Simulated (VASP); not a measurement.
**Ir: relaxation of cell and atoms with RPBE+D3(BJ)**

Ir:

```
CELL_PARAMETERS angstrom
2.75138 0.00000 0.00000
-1.37569 2.38276 0.00000
0.00000 0.00000 4.46229
ATOMIC_POSITIONS crystal
Ir 0.33333 0.66667 0.25000
Ir 0.66667 0.33333 0.75000
```

This isn't the form of Ir at room conditions, which is fcc.

```
Program                : VASP 6.6.1
Task                   : relaxation of cell and atoms
Functional             : RPBE
Dispersion             : D3(BJ)
Potentials or basis    : VASP PAW PBE potentials, release 64 (Ir)
Cutoff                 : 600 eV
k mesh                 : 11 × 11 × 6
Occupations            : fermi-dirac, width 0.05 eV
Spin                   : no spin polarisation
Dipole correction      : no
Further INCAR settings : ALGO = Normal; EDIFF = 1e-06; IBRION = 2; EDIFFG = -0.01; NSW = 60; ISIF = 3
```

The relaxed volume is 13.07 Å³/atom and the relaxed cell is a = 2.648 Å, b = 2.648 Å, c = 4.304 Å, α = 90.00°, β = 90.00°, γ = 120.00°. The space group after relaxing (to 0.1 Å) is P6_3/mmc (No. 194), the pressure after relaxing is 0.1 GPa and the band gap on the k mesh is zero (bands 9 and 10 overlap by 3.68 eV). The dispersion energy per atom is -4.541 eV.

Final structure:
```
Ir
1.0
     2.64811    0.00000    0.00000
    -1.32406    2.29333    0.00000
     0.00000    0.00000    4.30431
Ir
2
Direct
  0.33333 0.66667 0.25000
  0.66667 0.33333 0.75000
```

Levels at points of the mesh, in eV from the Fermi level:
```
           k point  band 5  band 6  band 7  band 8  band 9  band 10  band 11  band 12  band 13
(0.00, 0.00, 0.00)   -4.35   -3.60   -3.60   -2.66   -2.66    -1.04     0.32     0.32     7.88
(0.00, 0.00, 0.50)   -4.47   -4.47   -4.47   -4.47   -0.50    -0.50    -0.50    -0.50    13.62
```

Wall time 56 s on 1 thread of Intel(R) Xeon(R) Platinum 8488C (Sapphire Rapids), on a shared host, peak memory 0.19 GiB.

Caveat: the dispersion term is far too large for a dense solid, which distorts pressure and volume; the PAW data sets were made with another functional, which shifts forces and pressure a little; spin-orbit coupling is left out, which moves the levels of the heavy elements.
